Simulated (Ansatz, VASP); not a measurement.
**W: VASP beside Ansatz**

```
W
1.0
     0.00000    2.03000    2.05030
     2.03000    0.00000    2.05030
     2.03000    2.03000    0.00000
W
1
Cartesian
  0.0000 0.0000 0.0000
```

Change from the starting cell: strain +0.0100 x Voigt [0, 0, 1, 0, 0, 0], atoms carried along.

Alike in both runs: task single point; functional r2SCAN; k mesh 20 × 20 × 20; occupations gaussian, width 0.15 eV; no spin polarisation.

|  | VASP | Ansatz |
| --- | --- | --- |
| version | VASP 6.6.1 | Ansatz 0.2.0 |
| potentials or method | VASP PAW PBE potentials, release 64 (W_sv), cutoff 520 eV | scalar-relativistic, plane waves, PAW |
| valence electrons in the cell | 14 | 14 |

```csv
,VASP,Ansatz,Ansatz less VASP
gap on the k mesh at the Fermi level (eV),none,none,-
pressure (GPa),-10.5,-11.4,-0.93
"traceless stress, the component that is largest in VASP (GPa)",2.90,2.88,-0.019
```

VASP's potentials were made for PBE, not for r2SCAN. A gap of «none» marks a metal or a gap that the smearing closes.

Neither program's run includes spin-orbit coupling.
